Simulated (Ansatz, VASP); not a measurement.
Te: VASP beside Ansatz

```
Te
1.0
     2.32118    1.34013    1.70215
    -2.32118    1.34013    1.70215
     0.00000   -2.68026    1.70215
Te
1
Direct
  0.50000 0.50000 0.50000
```

Alike in both runs: task single point; functional r2SCAN; k mesh 9 × 9 × 9; occupations fermi-dirac, width 0.05 eV; no spin polarisation.

```csv
,VASP,Ansatz
version,VASP 6.6.1,Ansatz 0.2.0
potentials or method,"VASP PAW PBE potentials, release 64 (Te)",Ansatz PAW
plane-wave cutoff (eV),520,500
valence electrons in the cell,6,16
```

```tsv
	VASP	Ansatz	Ansatz less VASP
gap on the k mesh at the Fermi level (eV)	none	none	-
pressure (GPa)	0.9	0.9	+0.04
traceless stress, the component that is largest in VASP (GPa)	0.24	0.24	-0.003
```

VASP's potentials were made for PBE, not for r2SCAN. A gap of «none» marks a metal or a gap that the smearing closes. VASP's potentials hold 6 valence electrons a cell and Ansatz's 16, so a difference there can come from the potentials and not from the codes.

Spin-orbit coupling is off throughout.
